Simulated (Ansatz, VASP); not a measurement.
Given: the input of a run of Ansatz 0.2.0 on KPt.

Contents of input.yaml:

```yaml
crystal:
  lattice:
    - [3.0008472788, 0.0, 0.0]
    - [-1.5004236394, 2.5988099763, 0.0]
    - [0.0, 0.0, 5.345578]
  atoms:
    - { symbol: Pt, position: [0.6666666667, 0.3333333333, 0.0] }
    - { symbol: K, position: [0.0, 0.0, 0.5] }
kpoints:
  mp_grid: { grid: [10, 10, 5] }
scf:
  occupations: { method: gaussian, width: 0.02 }
hamiltonian:
  xc: rpbe
  pseudopotentials: { kind: all_electron, lapw: { basis_error: 0.001 } }
output:
  forces: true
  stress: true
  eigenvalues: true
```

Potentials or basis: all-electron LAPW, scalar-relativistic.

The run is started by

```console
$ ansatz run input.yaml --threads 1 --pin off --max-ram 3072MiB --backend cpu --events-out ev --progress --plain --runs-dir out
```

Task: Translate it to VASP 6.6.1. Potentials there: VASP PAW PBE potentials, release 64 (Pt, K_sv).

Result: As run (the cutoff follows the program's own potentials):

The input INCAR:

```
PREC     = Accurate       # precision mode
ENCUT    = 520            # plane-wave cutoff, eV
EDIFF    = 1E-6           # SCF threshold, eV
ISMEAR   = 0              # smearing method
SIGMA    = 0.02           # smearing width, eV
LREAL    = False          # projectors in reciprocal space
LASPH    = True           # aspherical terms in the spheres
NELM     = 80             # most SCF steps
ALGO     = Fast           # electronic algorithm
ISIF     = 2              # what is computed and relaxed
LWAVE    = False          # write WAVECAR
LCHARG   = False          # write CHGCAR
GGA      = RP             # functional
NBANDS   = 16             # bands
```

Contents of KPOINTS:

```
regular mesh
0
Gamma
  10 10 5
```

Contents of POSCAR:

```
KPt
1.0
    3.0008472788      0.0000000000      0.0000000000
   -1.5004236394      2.5988099763      0.0000000000
    0.0000000000      0.0000000000      5.3455780000
Pt K
1 1
Direct
    0.6666666667      0.3333333333      0.0000000000
    0.0000000000      0.0000000000      0.5000000000
```

Potentials or basis: VASP PAW PBE potentials, release 64 (Pt, K_sv).

Launch:

```sh
$ cat potpaw_PBE.64/Pt/POTCAR potpaw_PBE.64/K_sv/POTCAR > POTCAR
$ mpirun -np 1 vasp_std > vasp.out
```

Both were run:

|  | VASP | Ansatz | Ansatz less VASP |
| --- | --- | --- | --- |
| gap on the k mesh at the Fermi level (eV) | none | none | - |
| pressure (GPa) | 3.4 | 3.3 | -0.17 |
| traceless stress, the component that is largest in VASP (GPa) | 0.47 | 0.45 | -0.021 |

VASP's potentials were made for PBE, not for RPBE. A gap of «none» marks a metal or a gap that the smearing closes. Ansatz ran all-electron here, and VASP with PAW potentials.

Neither program's run includes spin-orbit coupling.
